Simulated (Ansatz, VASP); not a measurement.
**One calculation of SrCl2, two programs**

```
CELL_PARAMETERS angstrom
3.56827 3.56827 0.00000
-3.56827 3.56827 0.00000
0.00000 3.56827 3.56827
ATOMIC_POSITIONS crystal
Sr 0.00000 0.00000 0.00000
Cl 0.25000 0.75000 0.50000
Cl 0.75000 0.25000 0.50000
```

Alike in both runs: task single point; functional r2SCAN; k mesh 6 × 6 × 6; no spin polarisation.

|  | VASP | Ansatz |
| --- | --- | --- |
| version | VASP 6.6.1 | Ansatz 0.2.0 |
| potentials or method | VASP PAW PBE potentials, release 64 (Sr_sv, Cl) | PAW with Ansatz's default frozen-core files, scalar-relativistic |
| plane-wave cutoff (eV) | 520 | 500 |
| occupations | gaussian, width 0.01 eV | fixed |
| valence electrons in the cell | 24 | 24 |

|  | VASP | Ansatz | Ansatz less VASP |
| --- | --- | --- | --- |
| gap on the k mesh at the Fermi level (eV) | 5.72 | 5.71 | -0.001 |
| pressure (GPa) | -2.0 | -2.0 | -0.02 |

VASP's potentials were made for PBE, not for r2SCAN.
